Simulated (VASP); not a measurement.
# Li2Se (Fm-3m) in VASP: settings compared, part 2 of 2

VASP 6.6.1.

## 3. Single point, PBE+D3(BJ)

This run uses another cell than the first one, of 16.90 Å³/atom, 1.042 times its volume.

File INCAR:

```
PREC = Accurate
ENCUT = 750
EDIFF = 1E-6
ISMEAR = 0
SIGMA = 0.05
LREAL = F
LASPH = T
NELM = 120
ALGO = Normal
ISIF = 2
LWAVE = F
LCHARG = F
GGA = PE
IVDW = 12
NBANDS = 13
GGA_COMPAT = F
```

File KPOINTS:

```
Automatic mesh
0
Gamma
  8 8 8
```

File POSCAR:

```
Li2Se
1.0
    0.0000000000      2.9378083613      2.9378083613
    2.9378083613      0.0000000000      2.9378083613
    2.9378083613      2.9378083613      0.0000000000
Li Se
2 1
Direct
    0.2500000000      0.2500000000      0.2500000000
    0.7500000000      0.7500000000      0.7500000000
    0.0000000000      0.0000000000      0.0000000000
```

Potentials or basis: VASP PAW PBE potentials, release 64 (Li_sv, Se).

Launch:

```console
$ cat potpaw_PBE.64/Li_sv/POTCAR potpaw_PBE.64/Se/POTCAR > POTCAR
$ mpirun -np 1 vasp_std > vasp.out
```

OUTCAR:

```text
PREC = Accurate
   ENCUT = 750
   EDIFF = 1E-6
   ISMEAR = 0
   LREAL = F
   LASPH = T
   NELM = 120
   ISIF = 2
   GGA = PE
   IVDW = 12
 IVDW          = 12

 ion  position               nearest neighbor table
   1  0.250  0.250  0.250-   3 2.54   3 2.54   3 2.54   3 2.54
   2  0.750  0.750  0.750-   3 2.54   3 2.54   3 2.54   3 2.54
   3  0.000  0.000  0.000-   2 2.54   2 2.54   2 2.54   1 2.54   2 2.54   1 2.54   1 2.54   1 2.54

  LATTYP: Found a face centered cubic cell.
 ALAT       =     5.8756167226

  Lattice vectors:

 A1 = (   0.0000000000,   2.9378083613,   2.9378083613)
 A2 = (   2.9378083613,   0.0000000000,   2.9378083613)
 A3 = (   2.9378083613,   2.9378083613,   0.0000000000)

Analysis of symmetry for initial positions (statically):
=====================================================================
 Subroutine PRICEL returns:
 Original cell was already a primitive cell.

 Routine SETGRP: Setting up the symmetry group for a
 face centered cubic supercell.

 Subroutine GETGRP returns: Found 48 space group operations
 (whereof 48 operations were pure point group operations)
 out of a pool of 48 trial point group operations.

The static configuration has the point symmetry O_h .

Analysis of symmetry for dynamics (positions and initial velocities):
=====================================================================
 Subroutine PRICEL returns:
 Original cell was already a primitive cell.

 Routine SETGRP: Setting up the symmetry group for a
 face centered cubic supercell.

 Subroutine GETGRP returns: Found 48 space group operations
 (whereof 48 operations were pure point group operations)
 out of a pool of 48 trial point group operations.

The dynamic configuration has the point symmetry O_h .

 Subroutine INISYM returns: Found 48 space group operations
 (whereof 48 operations are pure point group operations),
 and found     1 'primitive' translations

----------------------------------------------------------------------------------------

[... 127 lines left out ...]
  energy-cutoff  :      750.00
  volume of cell :       50.71
 maximum number of plane-waves:      2421
 NGX is ok and might be reduce to    40
   NGX = 19   NGY = 19   NGZ = 19

 number of electron      11.9999998 magnetization

 Free energy of the ion-electron system (eV)
  ---------------------------------------------------
  ext. energy  EPLUGINS =         0.00000000
  ---------------------------------------------------
  free energy    TOTEN  =       -11.10480217 eV

  energy without entropy =      -11.10480217  energy(sigma->0) =      -11.10480217

 E-fermi :   1.7327     XC(G=0):  -8.5053

 val. band max:        1.3797920268   @ k =   0.0000   0.0000   0.0000
 cond. band min:       4.2965255250   @ k =   0.5000   0.5000   0.0000
 fundamental gap:      2.9167334982
 Fermi energy:         1.7326962764

 k-point     1 :       0.0000    0.0000    0.0000
  band No.  band energies     occupation
      1     -43.2311      2.00000
      2     -43.2000      2.00000
      3     -10.1905      2.00000
      4       1.3798      2.00000
      5       1.3798      2.00000
      6       1.3798      2.00000
      7       5.0461      0.00000
      8       7.0282      0.00000
      9       7.0282      0.00000
     10       7.0282      0.00000
     11      12.1593      0.00000
     12      12.1593      0.00000
     13      12.5575      0.00000
[... 354 lines left out ...]
  band No.  band energies     occupation
      1     -43.2148      2.00000
      2     -43.2148      2.00000
      3      -9.7085      2.00000
      4      -1.4397      2.00000
      5      -0.0333      2.00000
      6       0.3576      2.00000
      7       6.8495      0.00000
      8       7.3411      0.00000
      9       9.2351      0.00000
     10      10.0240      0.00000
     11      11.0429      0.00000
     12      12.4614      0.00000
     13      14.3970      0.00000

 [... further k-points ...]

------------------------ aborting loop because EDIFF is reached ----------------------------------------

 Edisp (eV)   -0.84164

 E8    (eV) :    -0.3482

  FORCE on cell =-STRESS in cart. coord.  units (eV):
  Direction    XX          YY          ZZ          XY          YZ          ZX
  --------------------------------------------------------------------------------------
  -------------------------------------------------------------------------------------
  Total      -0.13429    -0.13429    -0.13429     0.00000     0.00000     0.00000
  in kB      -4.24280    -4.24280    -4.24280     0.00000     0.00000     0.00000
  external pressure =       -4.24 kB  Pullay stress =        0.00 kB

 VOLUME and BASIS-vectors are now :
 -----------------------------------------------------------------------------
  energy-cutoff  :      750.00
  volume of cell :       50.71
      direct lattice vectors                 reciprocal lattice vectors
     0.000000000  2.937808361  2.937808361    -0.170194900  0.170194900  0.170194900
     2.937808361  0.000000000  2.937808361     0.170194900 -0.170194900  0.170194900
     2.937808361  2.937808361  0.000000000     0.170194900  0.170194900 -0.170194900

 POSITION                                       TOTAL-FORCE (eV/Angst)
 -----------------------------------------------------------------------------------
      1.46890      1.46890      1.46890         0.000000      0.000000      0.000000
      4.40671      4.40671      4.40671        -0.000000     -0.000000     -0.000000
      0.00000      0.00000      0.00000         0.000000     -0.000000      0.000000
 -----------------------------------------------------------------------------------
    total drift:                                0.000000     -0.000000      0.000000

  FREE ENERGIE OF THE ION-ELECTRON SYSTEM (eV)
  ---------------------------------------------------
  free  energy   TOTEN  =       -11.9464404233 eV

  energy  without entropy=      -11.9464404233  energy(sigma->0) =      -11.94644042
```

stdout:

```text
POSCAR found type information on POSCAR LiSe
 POSCAR found :  2 types and       3 ions
 scaLAPACK will be used
 LDA part: xc-table for (Slater+PW92), standard interpolation
 POSCAR, INCAR and KPOINTS ok, starting setup
 FFT: planning ... GRIDC
 FFT: planning ... GRID_SOFT
 FFT: planning ... GRID
 WAVECAR not read
 entering main loop
```

Run time: 49 s. Hardware: 1 thread of Intel Xeon Platinum 8259CL at 2.50GHz (Skylake/Cascade Lake), shared host; peak memory 0.25 GiB.

Results:

```yaml
Free_energy: -11.9464 eV
Pressure: -0.4 GPa
Band_gap_on_the_k_mesh: 2.92 eV, indirect (least direct gap 3.67 eV)
Dispersion_energy_per_atom: -0.281 eV
```

Caveat: three body term missing. Expect the measured gap to be larger: semilocal functionals such as PBE lack the derivative discontinuity.

## 4. Single point, PBE+D3(BJ) (volume scaled by 0.98)

File INCAR:

```
SYSTEM = Li2Se
ALGO = Normal ; EDIFF = 1E-6
ENCUT = 750 ; GGA = PE
GGA_COMPAT = .False. ; ISIF = 2
ISMEAR = 0 ; IVDW = 12
LASPH = .True. ; LCHARG = .True.
LELF = .True. ; LREAL = .False.
LVHAR = .True. ; LWAVE = .False.
NBANDS = 13 ; NELM = 120
PREC = Accurate ; SIGMA = 0.05
```

File KPOINTS:

```
k-points
0
Gamma
  8 8 8
  0 0 0
```

File POSCAR:

```
Li2Se
1.0
    0.0000000000      2.9180909326      2.9180909326
    2.9180909326      0.0000000000      2.9180909326
    2.9180909326      2.9180909326      0.0000000000
Li Se
2 1
Direct
    0.2500000000      0.2500000000      0.2500000000
    0.7500000000      0.7500000000      0.7500000000
    0.0000000000      0.0000000000      0.0000000000
```

Launch:

```console
$ cat potpaw_PBE.64/Li_sv/POTCAR potpaw_PBE.64/Se/POTCAR > POTCAR
$ mpirun -np 1 vasp_std > vasp.out
```

Wall time 52 s (1 thread of Intel Xeon Platinum 8259CL at 2.50GHz (Skylake/Cascade Lake), shared host); peak memory 0.26 GiB.

It converged, with:

```
Free energy                : -11.9461 eV
Pressure                   : 0.4 GPa
Band gap on the k mesh     : 2.90 eV, indirect (least direct gap 3.76 eV)
Dispersion energy per atom : -0.287 eV
```

Levels at points of the mesh, in eV from the valence-band top:
```csv
k point,band 3,band 4,band 5,band 6,band 7,band 8,band 9,band 10
"(0.00, 0.00, 0.00)",-11.63,0.00,0.00,0.00,3.76,5.65,5.65,5.65
"(0.50, 0.00, 0.00)",-11.20,-3.20,-0.60,-0.60,5.46,5.99,5.99,8.31
"(0.50, 0.50, 0.00)",-11.07,-2.48,-1.62,-1.62,2.90,6.39,10.90,10.90
```

Caveat: the cell differs from its parent crystal (volume scaled by 0.98); three body term missing. A k mesh can miss the band edges.

## 5. Single point, PBE+D4 (volume scaled by 0.98)

File INCAR:

```
PREC = Accurate
ENCUT = 750
EDIFF = 1E-6
ISMEAR = 0
SIGMA = 0.05
LREAL = False
LASPH = True
NELM = 120
ALGO = Normal
ISIF = 2
LWAVE = False
LCHARG = False
GGA = PE
IVDW = 13
NBANDS = 13
GGA_COMPAT = False
```

File KPOINTS:

```
Automatic mesh
0
Gamma
  8 8 8
```

File POSCAR:

```
Li2Se
1.0
    0.0000000000      2.9484249488      2.9484249488
    2.9484249488      0.0000000000      2.9484249488
    2.9484249488      2.9484249488      0.0000000000
Li Se
2 1
Direct
    0.2500000000      0.2500000000      0.2500000000
    0.7500000000      0.7500000000      0.7500000000
    0.0000000000      0.0000000000      0.0000000000
```

Launch:

```console
$ cat potpaw_PBE.64/Li_sv/POTCAR potpaw_PBE.64/Se/POTCAR > POTCAR
$ mpirun -np 1 vasp_std > vasp.out
```

It took 50 s on 1 thread of Intel Xeon Platinum 8259CL at 2.50GHz (Skylake/Cascade Lake), shared host; peak memory 0.25 GiB.

It converged, with:

```yaml
Free_energy: -11.4807 eV
Pressure: 0.7 GPa
Band_gap_on_the_k_mesh: 2.93 eV, indirect (least direct gap 3.62 eV)
Dispersion_energy_per_atom: -0.123 eV
```

Levels at points of the mesh, in eV from the valence-band top:
```csv
k point,band 4,band 5,band 6,band 7,band 8,band 9
"(0.00, 0.00, 0.00)",0.00,0.00,0.00,3.62,5.64,5.64
"(0.50, 0.00, 0.00)",-3.09,-0.57,-0.57,5.33,5.98,5.98
"(0.50, 0.50, 0.00)",-2.41,-1.55,-1.55,2.93,6.31,10.68
```

Caveat: the cell differs from its parent crystal (volume scaled by 0.98). A k mesh can miss the band edges.

## 6. Summary

```csv
level,cell,gap on the mesh (eV),pressure (GPa)
PBE+D3(BJ),"a = 4.099 Å, angles 60.0°, 3 atoms",2.87,1.2
PBE+D3(BJ),"a = 4.155 Å, angles 60.0°, 3 atoms",2.92,-0.4
PBE+D3(BJ),"a = 4.127 Å, angles 60.0°, 3 atoms",2.90,0.4
PBE+D4,"a = 4.170 Å, angles 60.0°, 3 atoms",2.93,0.7
```

Alike in all rows: task single point; potentials or basis VASP PAW PBE potentials, release 64 (Li_sv, Se); no spin polarisation; k mesh 8 × 8 × 8; cutoff (eV) 750; smearing gaussian 0.05 eV.

Caveats: three body term missing (some runs).

Absolute energies hang on the potentials; compare differences alone.
